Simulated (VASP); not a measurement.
AlN: relaxation of cell and atoms with LDA

Crystal: AlN.

```
Al N
1.0
     0.00000    2.18399    2.18399
     2.18399    0.00000    2.18399
     2.18399    2.18399    0.00000
Al N
1 1
Direct
  0.00000 0.00000 0.00000
  0.75000 0.75000 0.75000
```

```
Program                : VASP 6.6.1
Task                   : relaxation of cell and atoms
Functional             : LDA
Potentials or basis    : VASP PAW LDA potentials, release 64 (Al, N)
Cutoff                 : 600 eV
k mesh                 : 7 × 7 × 7
Occupations            : gaussian, width 0.01 eV
Spin                   : no spin polarisation
Target pressure        : 10 GPa
Dipole correction      : no
Further INCAR settings : ALGO = Normal; EDIFF = 1e-07; IBRION = 2; EDIFFG = -0.001; NSW = 80; ISIF = 3
```

- Relaxed volume: 9.82 Å³/atom
- Relaxed cell: a = 3.029 Å, b = 3.029 Å, c = 3.029 Å, α = 60.00°, β = 60.00°, γ = 60.00°
- Space group after relaxing (to 0.05 Å): F-43m (No. 216)
- Energy change on relaxing (the enthalpy is what falls): +11.6 meV/atom
- Ionic steps: 6
- Pressure after relaxing: 10.0 GPa
- Band gap on the k mesh: 3.57 eV, indirect (least direct gap 4.77 eV)

Step by step:
```csv
step,energy change (eV),largest force (eV/Å),pressure (GPa),volume (Å³)
1,0.0000,0.0000,-3.11,20.83
2,0.1750,0.0000,29.03,18.37
3,0.0222,0.0000,9.79,19.66
4,0.0237,0.0000,10.08,19.64
5,0.0228,0.0000,9.92,19.65
6,0.0232,0.0000,10.00,19.65
```

Final structure:
```yaml
crystal:
  lattice:
    - [0.00000, 2.14167, 2.14167]
    - [2.14167, 0.00000, 2.14167]
    - [2.14167, 2.14167, 0.00000]
  atoms:
    - { symbol: Al, position: [0.00000, 0.00000, 0.00000] }
    - { symbol: N, position: [0.75000, 0.75000, 0.75000] }
```

Levels at points of the mesh, in eV from the valence-band top:
```
           k point  band 1  band 2  band 3  band 4  band 5  band 6  band 7  band 8
(0.00, 0.00, 0.00)  -15.17    0.00    0.00    0.00    4.77   12.92   12.92   12.92
```

Run time: 30 s on 1 thread of Intel Xeon 8259CL (shared host), peak memory 0.14 GiB.

Caveat: the cell is relaxed towards a set pressure, so the enthalpy falls and the energy may rise. A k mesh can miss the band edges.
